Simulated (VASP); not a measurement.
# Zn (Fm-3m) in VASP: single point with PBEsol

Aim: the single point of Zn with PBEsol.

Everything below comes from runs of VASP 6.6.1. Logs are shortened: lines on timing, memory, paths and dates and some standing lists are left out, and cuts for length are marked.

## (1) The cell of the first run

Symmetry: Fm-3m, No. 225, cubic system. Conventional cell: a = 3.930 Å, b = 3.930 Å, c = 3.930 Å, α = 90.00°, β = 90.00°, γ = 90.00°. Zn (site symmetry m-3m) has 12 Zn at 2.78 Å within 3.7 Å.

This isn't the form of Zn at room conditions, which is hcp.

## (2) Single point, PBEsol, collinear spin, zero start

The input, INCAR:

```
SYSTEM = Zn
PREC = Accurate
ENCUT = 500
EDIFF = 1E-6
ISMEAR = 1
SIGMA = 0.05
LREAL = .FALSE.
LASPH = .TRUE.
NELM = 200
ALGO = Normal
ISIF = 2
LWAVE = .FALSE.
LCHARG = .TRUE.
ISPIN = 2
MAGMOM = 0
LORBIT = 11
GGA = PS
LELF = .TRUE.
LVHAR = .TRUE.
NBANDS = 16
GGA_COMPAT = .FALSE.
```

The input, KPOINTS:

```
regular mesh
0
G
  11 11 11
  0 0 0
```

The input, POSCAR:

```
Zn
1.0
    0.0000000000      1.9647760000      1.9647760000
    1.9647760000      0.0000000000      1.9647760000
    1.9647760000      1.9647760000      0.0000000000
Zn
1
Direct
    0.0000000000      0.0000000000      0.0000000000
```

Potentials or basis: VASP PAW PBE potentials, release 64 (Zn).

Launch:

```
cat potpaw_PBE.64/Zn/POTCAR > POTCAR
mpirun -np 1 vasp_std > vasp.out
```

OUTCAR:

```text
SYSTEM = Zn
   PREC = Accurate
   ENCUT = 500
   EDIFF = 1E-6
   ISMEAR = 1
   LREAL = .FALSE.
   LASPH = .TRUE.
   NELM = 200
   ISIF = 2
   ISPIN = 2
   LORBIT = 11
   GGA = PS

 ion  position               nearest neighbor table
   1  0.000  0.000  0.000-

  LATTYP: Found a face centered cubic cell.
 ALAT       =     3.9295520000

  Lattice vectors:

 A1 = (   0.0000000000,   1.9647760000,   1.9647760000)
 A2 = (   1.9647760000,   0.0000000000,   1.9647760000)
 A3 = (   1.9647760000,   1.9647760000,   0.0000000000)

Analysis of symmetry for initial positions (statically):
=====================================================================
 Subroutine PRICEL returns:
 Original cell was already a primitive cell.

 Routine SETGRP: Setting up the symmetry group for a
 face centered cubic supercell.

 Subroutine GETGRP returns: Found 48 space group operations
 (whereof 48 operations were pure point group operations)
 out of a pool of 48 trial point group operations.

The static configuration has the point symmetry O_h .

Analysis of symmetry for dynamics (positions and initial velocities):
=====================================================================
 Subroutine PRICEL returns:
 Original cell was already a primitive cell.

 Routine SETGRP: Setting up the symmetry group for a
 face centered cubic supercell.

 Subroutine GETGRP returns: Found 48 space group operations
 (whereof 48 operations were pure point group operations)
 out of a pool of 48 trial point group operations.

The dynamic configuration has the point symmetry O_h .

Analysis of structural, dynamic, and magnetic symmetry:
=====================================================================
 Subroutine PRICEL returns:
 Original cell was already a primitive cell.

 Routine SETGRP: Setting up the symmetry group for a
 face centered cubic supercell.

 Subroutine GETGRP returns: Found 48 space group operations
 (whereof 48 operations were pure point group operations)
 out of a pool of 48 trial point group operations.

The overall configuration has the point symmetry O_h .

 Subroutine INISYM returns: Found 48 space group operations
 (whereof 48 operations are pure point group operations),
 and found     1 'primitive' translations

----------------------------------------------------------------------------------------

                                     Primitive cell

  volume of cell :      15.1694

  direct lattice vectors                    reciprocal lattice vectors
     0.000000000  1.964776000  1.964776000    -0.254481936  0.254481936  0.254481936
     1.964776000  0.000000000  1.964776000     0.254481936 -0.254481936  0.254481936
     1.964776000  1.964776000  0.000000000     0.254481936  0.254481936 -0.254481936

  length of vectors
     2.778612866  2.778612866  2.778612866     0.440775643  0.440775643  0.440775643

  position of ions in fractional coordinates (direct lattice)
     0.000000000  0.000000000  0.000000000

  ion indices of the primitive-cell ions
   primitive index   ion index
                 1           1

----------------------------------------------------------------------------------------

 KPOINTS: regular mesh

Automatic generation of k-mesh.
 Grid dimensions read from file:
 generate k-points for:   11   11   11

 Generating k-lattice:

  Cartesian coordinates                     Fractional coordinates (reciprocal lattice)
    -0.023134721  0.023134721  0.023134721     0.090909091  0.000000000  0.000000000
     0.023134721 -0.023134721  0.023134721     0.000000000  0.090909091  0.000000000
     0.023134721  0.023134721 -0.023134721     0.000000000  0.000000000  0.090909091

  Length of vectors
     0.040070513  0.040070513  0.040070513

  Shift w.r.t. Gamma in fractional coordinates (k-lattice)
     0.000000000  0.000000000  0.000000000

 Subroutine IBZKPT returns following result:
 ===========================================

 Found     56 irreducible k-points:

 Following reciprocal coordinates:
            Coordinates               Weight
  0.000000  0.000000  0.000000      1.000000
  0.090909  0.000000  0.000000      8.000000
  0.181818  0.000000  0.000000      8.000000
  0.272727  0.000000  0.000000      8.000000
  0.363636  0.000000  0.000000      8.000000
  0.454545  0.000000  0.000000      8.000000
[... 16 lines left out ...]
 -0.272727  0.181818  0.000000     24.000000
 -0.181818  0.181818  0.000000     12.000000
 [... further k-points ...]
   k-points           NKPTS =     56   k-points in BZ     NKDIM =     56   number of bands    NBANDS=     16
   number of dos      NEDOS =    301   number of ions     NIONS =      1
   total plane-waves  NPLWV =   8000
   dimension x,y,z NGX =    20 NGY =   20 NGZ =   20
   dimension x,y,z NGXF=    40 NGYF=   40 NGZF=   40
   ions per type =               1
   NGX,Y,Z   is equivalent  to a cutoff of  11.97, 11.97, 11.97 a.u.
   NGXF,Y,Z  is equivalent  to a cutoff of  23.93, 23.93, 23.93 a.u.
 SYSTEM =  Zn
   PREC   = accura    normal or accurate (medium, high low for compatibility)
   ISTART =      0    job   : 0-new  1-cont  2-samecut
   ICHARG =      2    charge: 1-file 2-atom 10-const
   ISPIN  =      2    spin polarized calculation?
   LNONCOLLINEAR =      F non collinear calculations
   LSORBIT =      F    spin-orbit coupling
   LASPH  =      T    aspherical Exc in radial PAW
   ENCUT  =  500.0 eV  36.75 Ry    6.06 a.u.   5.07  5.07  5.07*2*pi/ulx,y,z
   NELM   =    200;   NELMIN=  2; NELMDL= -5     # of ELM steps
   EDIFF  = 0.1E-05   stopping-criterion for ELM
   LREAL  =      F    real-space projection
   EDIFFG = 0.1E-04   stopping-criterion for IOM
   NSW    =      0    number of steps for IOM
   IBRION =     -1    ionic relax: 0-MD 1-quasi-New 2-CG
   NFREE  =      0    steps in history (QN), initial steepest desc. (CG)
   ISIF   =      2    stress and relaxation
   ISYM   =      2    0-nonsym 1-usesym 2-fastsym
   POTIM  = 0.5000    time-step for ionic-motion
   TEBEG  =    0.0;   TEEND  =   0.0 temperature during run
   PSTRESS=    0.0 pullay stress
   NELECT =      12.0000    total number of electrons
   NUPDOWN=      -1.0000    fix difference up-down
   EMIN   =  10.00;   EMAX   =-10.00  energy-range for DOS
   EFERMI =   0.00;   METHOD = LEGACY
   ISMEAR =     1;   SIGMA  =   0.05  broadening in eV -4-tet -1-fermi 0-gaus
   EFERMI_NEDOS =   21; number of points for ismear=-14 and -15
   IALGO  =     38    algorithm
   IMIX   =      4    mixing-type and parameters
     AMIX     =   0.40;   BMIX     =  1.00
     AMIX_MAG =   1.60;   BMIX_MAG =  1.00
  volume/ion in A,a.u.               =      15.17       102.37
  Fermi-wavevector in a.u.,A,eV,Ry     =   1.514069  2.861175 31.190044  2.292404
  Thomas-Fermi vector in A             =   2.623775
   LORBIT       =     11    0 simple, 1 ext, 2 COOP (PROOUT), +10 PAW based schemes
   GGA     = PS    functional components
   LHFCALC =     F    Hartree Fock is set to
   AEXX    =    0.0000 exact exchange contribution
   IVDW    =     0    specifies the selected vdW correction
   LEPSILON=     F    determine dielectric tensor
   LRPA    =     F    only Hartree local field effects (RPA)
 spin polarized calculation
 Methfessel and Paxton  Order N= 1 SIGMA  =   0.05
  energy-cutoff  :      500.00
  volume of cell :       15.17
 maximum number of plane-waves:       391
   NGX = 11   NGY = 11   NGZ = 11

 number of electron      11.9999991 magnetization      -0.0000051

 number of electron      11.9999991 magnetization       0.0000044

 Free energy of the ion-electron system (eV)
  ---------------------------------------------------
  ext. energy  EPLUGINS =         0.00000000
  ---------------------------------------------------
  free energy    TOTEN  =        -1.54093117 eV

  energy without entropy =       -1.54089966  energy(sigma->0) =       -1.54092067

 E-fermi :   2.9542     XC(G=0): -11.7238

 val. band max:        2.8493967255   @ k =  -0.3636   0.2727   0.0909
 cond. band min:       2.9842741489   @ k =  -0.4545   0.1818   0.0909
 fundamental gap:      0.1348774234
 Fermi energy:         2.9542078045

 spin component 1

 k-point     1 :       0.0000    0.0000    0.0000
  band No.  band energies     occupation
      1      -7.4575      1.00000
      2      -4.6684      1.00000
      3      -4.6684      1.00000
      4      -4.6684      1.00000
      5      -4.2850      1.00000
      6      -4.2850      1.00000
[... 8 lines left out ...]
     15      31.3178      0.00000
     16      31.3178      0.00000

 k-point     2 :       0.0909    0.0000    0.0000
  band No.  band energies     occupation
      1      -7.2091      1.00000
      2      -4.6876      1.00000
      3      -4.6411      1.00000
      4      -4.6411      1.00000
      5      -4.2921      1.00000
      6      -4.2921      1.00000
[... 8 lines left out ...]
     15      29.0481      0.00000
     16      29.0481      0.00000
[... 387 lines left out ...]
      5      -4.2667      1.00000
      6      -2.4267      1.00000
[... 8 lines left out ...]
     15      33.7797      0.00000
     16      39.9000      0.00000

 k-point    24 :      -0.1818    0.1818    0.0000
  band No.  band energies     occupation
      1      -5.2963      1.00000
      2      -4.8193      1.00000
      3      -4.5661      1.00000
      4      -4.4288      1.00000
      5      -4.4156      1.00000
      6      -3.6364      1.00000
[... 8 lines left out ...]
     15      34.3336      0.00000
     16      36.6740      0.00000

 [... further k-points ...]

 spin component 2

 k-point     1 :       0.0000    0.0000    0.0000
  band No.  band energies     occupation
      1      -7.4575      1.00000
      2      -4.6684      1.00000
      3      -4.6684      1.00000
      4      -4.6684      1.00000
      5      -4.2850      1.00000
      6      -4.2850      1.00000
[... 8 lines left out ...]
     15      31.3179      0.00000
     16      31.3179      0.00000

 k-point     2 :       0.0909    0.0000    0.0000
  band No.  band energies     occupation
      1      -7.2091      1.00000
      2      -4.6876      1.00000
      3      -4.6411      1.00000
      4      -4.6411      1.00000
      5      -4.2921      1.00000
      6      -4.2921      1.00000
[... 8 lines left out ...]
     15      29.0481      0.00000
     16      29.0481      0.00000
[... 387 lines left out ...]
      5      -4.2667      1.00000
      6      -2.4267      1.00000
[... 8 lines left out ...]
     15      33.7797      0.00000
     16      39.9000      0.00000

 k-point    24 :      -0.1818    0.1818    0.0000
  band No.  band energies     occupation
      1      -5.2963      1.00000
      2      -4.8193      1.00000
      3      -4.5661      1.00000
      4      -4.4288      1.00000
      5      -4.4156      1.00000
      6      -3.6364      1.00000
[... 8 lines left out ...]
     15      34.3336      0.00000
     16      36.6740      0.00000

 [... further k-points ...]
[... 5 lines left out ...]
  --------------------------------------------------------------------------------------
  -------------------------------------------------------------------------------------
  Total       -0.4025738     -0.4025738     -0.4025738     -0.0000000     -0.0000000      0.0000000
  in kB      -42.5193822    -42.5193822    -42.5193822     -0.0000000     -0.0000000      0.0000000
  external PRESSURE =     -42.5193822 kB  Pullay stress =       0.0000000 kB

 VOLUME and BASIS-vectors are now :
 -----------------------------------------------------------------------------
  energy-cutoff  :      500.00
  volume of cell :       15.17
      direct lattice vectors                 reciprocal lattice vectors
     0.000000000  1.964776000  1.964776000    -0.254481936  0.254481936  0.254481936
     1.964776000  0.000000000  1.964776000     0.254481936 -0.254481936  0.254481936
     1.964776000  1.964776000  0.000000000     0.254481936  0.254481936 -0.254481936

 POSITION                                       TOTAL-FORCE (eV/Angst)
 -----------------------------------------------------------------------------------
      0.00000      0.00000      0.00000         0.000000     -0.000000     -0.000000
 -----------------------------------------------------------------------------------
    total drift:                               -0.000000     -0.000000     -0.000000

  FREE ENERGIE OF THE ION-ELECTRON SYSTEM (eV)
  ---------------------------------------------------
  free  energy   TOTEN  =        -1.5409311704 eV

  energy  without entropy=       -1.5408996563  energy(sigma->0) =       -1.54092067

 total charge

# of ion       s       p       d       tot
------------------------------------------
    1        0.608   0.421   9.724  10.753

 magnetization (x)

# of ion       s       p       d       tot
------------------------------------------
    1       -0.000   0.000   0.000  -0.000
```

Run time: 20 s. Hardware: 1 thread of AMD EPYC 7R43 (Zen 3), shared host; peak memory 0.1 GiB.

What came out:

```
Free energy                                           : -1.5409 eV
Pressure                                              : -4.3 GPa
Band gap on the k mesh                                : zero (filled and empty bands overlap)
Net moment                                            : 0.00 μB per cell
Valence electrons inside the program's atomic spheres : Zn 10.75
```

Caveat: the cell stands under tension; the PAW data sets were made with another functional, which shifts forces and pressure a little.
